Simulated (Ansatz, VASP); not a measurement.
## One calculation of InO2, two programs

```
In O
1.0
     0.00000    2.64763    2.64763
     2.64763    0.00000    2.64763
     2.64763    2.64763    0.00000
In O
1 2
Cartesian
  0.0000 0.0000 0.0000
  3.9714 3.9714 3.9714
  2.6476 2.6476 2.6476
```

Alike in both runs: functional PBE; k mesh 6 × 6 × 6; occupations gaussian, width 0.1 eV; collinear spin.

Ansatz relaxed the structure, and its values are those at the end. VASP's run is a single point on that final structure, the one shown.

|  | VASP | Ansatz |
| --- | --- | --- |
| version | VASP 6.6.1 | Ansatz 0.2.0 |
| potentials or method | VASP PAW PBE potentials, release 64 (In_d, O), cutoff 520 eV | scalar-relativistic, plane waves, PAW |
| valence electrons in the cell | 25 | 25 |

```csv
,VASP,Ansatz,Ansatz less VASP
gap on the k mesh at the Fermi level (eV),none,none,-
pressure (GPa),0.1,0.0,-0.10
net moment per atom (μB),0.34,0.34,0.000
size of the moment on the site where the two differ most (μB),0.60,0.68,+0.078
```

Site moments also hang on the region over which each program counts them. A gap of «none» marks a metal or a gap that the smearing closes. The functional is the same, so the differences come from potentials, cutoffs and numerics.
